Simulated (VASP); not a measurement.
# Nb2BS (P6_3/mmc) in VASP: single point with PBE

Aim: the single point of Nb2BS with PBE.

Everything below comes from runs of VASP 6.6.1. Logs are shortened: lines on timing, memory, paths and dates and some standing lists are left out, and cuts for length are marked.

## 1. The cell of the first run

Symmetry: P6_3/mmc, No. 194, hexagonal system. The conventional cell has a = 3.373 Å, b = 3.373 Å, c = 11.698 Å, α = 90.00°, β = 90.00°, γ = 120.00°. Nb (site symmetry 3m) has 3 B at 2.27 Å and 3 S at 2.62 Å and 3 Nb at 3.05 Å within 3.1 Å. Within 3.0 Å of B (site symmetry -3m) lie 6 Nb at 2.27 Å. Within 3.6 Å of S (site symmetry -6m2) lie 6 Nb at 2.62 Å and 6 S at 3.37 Å and 6 B at 3.51 Å.

## 2. Single point, PBE

INCAR reads:

```
SYSTEM = Nb2BS
PREC = Accurate
ENCUT = 520
EDIFF = 1E-7
ISMEAR = 1
SIGMA = 0.05
LREAL = .FALSE.
LASPH = .TRUE.
NELM = 100
ALGO = Normal
ISIF = 2
LWAVE = .FALSE.
LCHARG = .TRUE.
GGA = PE
LELF = .TRUE.
LVHAR = .TRUE.
NBANDS = 45
```

KPOINTS reads:

```
regular mesh
0
G
  8 8 2
  0 0 0
```

POSCAR reads:

```
Nb2BS
1.0
    3.3730090000      0.0000000000      0.0000000000
   -1.6865040000      2.9211110000      0.0000000000
    0.0000000000      0.0000000000     11.6977960000
Nb B S
4 2 2
Direct
    0.3333330000      0.6666670000      0.1002160000
    0.6666670000      0.3333330000      0.6002160000
    0.6666670000      0.3333330000      0.8997840000
    0.3333330000      0.6666670000      0.3997840000
    0.0000000000      0.0000000000      0.0000000000
    0.0000000000      0.0000000000      0.5000000000
    0.3333330000      0.6666670000      0.7500000000
    0.6666670000      0.3333330000      0.2500000000
```

Potentials or basis: VASP PAW PBE potentials, release 64 (Nb_sv, B, S).

The run is started by

```bash
> cat potpaw_PBE.64/Nb_sv/POTCAR potpaw_PBE.64/B/POTCAR potpaw_PBE.64/S/POTCAR > POTCAR
> mpirun -np 1 vasp_std > vasp.out
```

OUTCAR:

```text
SYSTEM = Nb2BS
   PREC = Accurate
   ENCUT = 520
   EDIFF = 1E-7
   ISMEAR = 1
   LREAL = .FALSE.
   LASPH = .TRUE.
   NELM = 100
   ISIF = 2
   GGA = PE

 ion  position               nearest neighbor table
   1  0.333  0.667  0.100-   5 2.27   5 2.27   5 2.27   8 2.62   8 2.62   8 2.62   3 3.05   3 3.05
                             3 3.05
   2  0.667  0.333  0.600-   6 2.27   6 2.27   6 2.27   7 2.62   7 2.62   7 2.62   4 3.05   4 3.05
                             4 3.05
   3  0.667  0.333  0.900-   5 2.27   5 2.27   5 2.27   7 2.62   7 2.62   7 2.62   1 3.05   1 3.05
                             1 3.05
   4  0.333  0.667  0.400-   6 2.27   6 2.27   6 2.27   8 2.62   8 2.62   8 2.62   2 3.05   2 3.05
                             2 3.05
   5  0.000  0.000  0.000-   1 2.27   3 2.27   1 2.27   3 2.27   3 2.27   1 2.27
   6  0.000  0.000  0.500-   2 2.27   4 2.27   4 2.27   2 2.27   2 2.27   4 2.27
   7  0.333  0.667  0.750-   2 2.62   3 2.62   2 2.62   3 2.62   2 2.62   3 2.62
   8  0.667  0.333  0.250-   1 2.62   4 2.62   1 2.62   4 2.62   1 2.62   4 2.62

  LATTYP: Found a hexagonal cell.
 ALAT       =     3.3730090000
 C/A-ratio  =     3.4680595279

  Lattice vectors:

 A1 = (   3.3730090000,   0.0000000000,   0.0000000000)
 A2 = (  -1.6865040000,   2.9211110000,   0.0000000000)
 A3 = (   0.0000000000,   0.0000000000,  11.6977960000)

Analysis of symmetry for initial positions (statically):
=====================================================================
 Subroutine PRICEL returns:
 Original cell was already a primitive cell.

 Routine SETGRP: Setting up the symmetry group for a
 hexagonal supercell.

 Subroutine GETGRP returns: Found 24 space group operations
 (whereof 12 operations were pure point group operations)
 out of a pool of 24 trial point group operations.

The static configuration has the point symmetry D_3d.
 The point group associated with its full space group is D_6h.

Analysis of symmetry for dynamics (positions and initial velocities):
=====================================================================
 Subroutine PRICEL returns:
 Original cell was already a primitive cell.

 Routine SETGRP: Setting up the symmetry group for a
 hexagonal supercell.

 Subroutine GETGRP returns: Found 24 space group operations
 (whereof 12 operations were pure point group operations)
 out of a pool of 24 trial point group operations.

The dynamic configuration has the point symmetry D_3d.
 The point group associated with its full space group is D_6h.

 Subroutine INISYM returns: Found 24 space group operations
[... 110 lines left out ...]
   ISIF   =      2    stress and relaxation
   ISYM   =      2    0-nonsym 1-usesym 2-fastsym
   POTIM  = 0.5000    time-step for ionic-motion
   TEBEG  =    0.0;   TEEND  =   0.0 temperature during run
   PSTRESS=    0.0 pullay stress
   NELECT =      70.0000    total number of electrons
   NUPDOWN=      -1.0000    fix difference up-down
   EMIN   =  10.00;   EMAX   =-10.00  energy-range for DOS
   EFERMI =   0.00;   METHOD = LEGACY
   ISMEAR =     1;   SIGMA  =   0.05  broadening in eV -4-tet -1-fermi 0-gaus
   EFERMI_NEDOS =   21; number of points for ismear=-14 and -15
   IALGO  =     38    algorithm
   IMIX   =      4    mixing-type and parameters
     AMIX     =   0.40;   BMIX     =  1.00
     AMIX_MAG =   1.60;   BMIX_MAG =  1.00
  volume/ion in A,a.u.               =      14.41        97.22
  Fermi-wavevector in a.u.,A,eV,Ry     =   1.386386  2.619891 26.151315  1.922067
  Thomas-Fermi vector in A             =   2.510707
   LORBIT       =      0    0 simple, 1 ext, 2 COOP (PROOUT), +10 PAW based schemes
   GGA     = PE    functional components
   LHFCALC =     F    Hartree Fock is set to
   AEXX    =    0.0000 exact exchange contribution
   IVDW    =     0    specifies the selected vdW correction
   LEPSILON=     F    determine dielectric tensor
   LRPA    =     F    only Hartree local field effects (RPA)
 non-spin polarized calculation
 Methfessel and Paxton  Order N= 1 SIGMA  =   0.05
  energy-cutoff  :      520.00
  volume of cell :      115.26
 maximum number of plane-waves:      3122
 NGX is ok and might be reduce to    28
   NGX = 13   NGY = 13   NGZ = 43

 number of electron      70.0000001 magnetization

 Free energy of the ion-electron system (eV)
  ---------------------------------------------------
  ext. energy  EPLUGINS =         0.00000000
  ---------------------------------------------------
  free energy    TOTEN  =       -69.75168221 eV

  energy without entropy =      -69.75154205  energy(sigma->0) =      -69.75163549

 E-fermi :  10.9386     XC(G=0): -12.1043

 val. band max:       10.9088628773   @ k =   0.2500   0.2500   0.0000
 cond. band min:      10.9649413854   @ k =   0.2500   0.1250   0.5000
 fundamental gap:      0.0560785080
 Fermi energy:        10.9386419828

 k-point     1 :       0.0000    0.0000    0.0000
  band No.  band energies     occupation
      1     -44.6254      2.00000
      2     -44.6202      2.00000
      3     -44.5486      2.00000
      4     -44.5433      2.00000
      5     -21.0512      2.00000
      6     -20.9557      2.00000
[... 949 lines left out ...]
     44      13.5558      0.00000
     45      14.7681      0.00000

------------------------ aborting loop because EDIFF is reached ----------------------------------------

  FORCE on cell =-STRESS in cart. coord.  units (eV):
  Direction    XX          YY          ZZ          XY          YZ          ZX
  --------------------------------------------------------------------------------------
  -------------------------------------------------------------------------------------
  Total       -1.2547938     -1.2547934     -2.7000620     -0.0000002      0.0000000      0.0000000
  in kB      -17.4426850    -17.4426793    -37.5331248     -0.0000030      0.0000000      0.0000000
  external PRESSURE =     -24.1394964 kB  Pullay stress =       0.0000000 kB

 VOLUME and BASIS-vectors are now :
 -----------------------------------------------------------------------------
  energy-cutoff  :      520.00
  volume of cell :      115.26
      direct lattice vectors                 reciprocal lattice vectors
     3.373009000  0.000000000  0.000000000     0.296471192  0.171167700  0.000000000
    -1.686504000  2.921111000  0.000000000     0.000000000  0.342335502  0.000000000
     0.000000000  0.000000000 11.697796000     0.000000000  0.000000000  0.085486189

 POSITION                                       TOTAL-FORCE (eV/Angst)
 -----------------------------------------------------------------------------------
     -0.00000      1.94741      1.17231        -0.000000      0.000000      0.140908
      1.68651      0.97370      7.02120         0.000000     -0.000000      0.140908
      1.68651      0.97370     10.52549         0.000000     -0.000000     -0.140908
     -0.00000      1.94741      4.67659        -0.000000      0.000000     -0.140908
      0.00000      0.00000      0.00000        -0.000000      0.000000     -0.000000
      0.00000      0.00000      5.84890        -0.000000      0.000000     -0.000000
     -0.00000      1.94741      8.77335         0.000000      0.000000     -0.000000
      1.68651      0.97370      2.92445        -0.000000      0.000000     -0.000000
 -----------------------------------------------------------------------------------
    total drift:                                0.000000     -0.000000      0.000000

  FREE ENERGIE OF THE ION-ELECTRON SYSTEM (eV)
  ---------------------------------------------------
  free  energy   TOTEN  =       -69.7516822074 eV

  energy  without entropy=      -69.7515420499  energy(sigma->0) =      -69.75163549
```

Wall time 1.9 min (1 thread of Intel Xeon 6975P-C (Granite Rapids), shared host); peak memory 0.29 GiB.

What came out:

* Free energy: -69.7517 eV
* Pressure: -2.4 GPa
* Largest force: 0.141 eV/Å
* Band gap on the k mesh: zero (bands 35 and 36 overlap by 2.51 eV)

Forces in eV/Å, atoms in the order of the input:
```
Nb   0.000  0.000  0.141
Nb   0.000  0.000  0.141
Nb   0.000  0.000 -0.141
Nb   0.000  0.000 -0.141
B    0.000  0.000  0.000
B    0.000  0.000  0.000
S    0.000  0.000  0.000
S    0.000  0.000  0.000
```

Stress tensor (GPa, compression positive):
```
-1.74  0.00  0.00
 0.00 -1.74  0.00
 0.00  0.00 -3.75
```
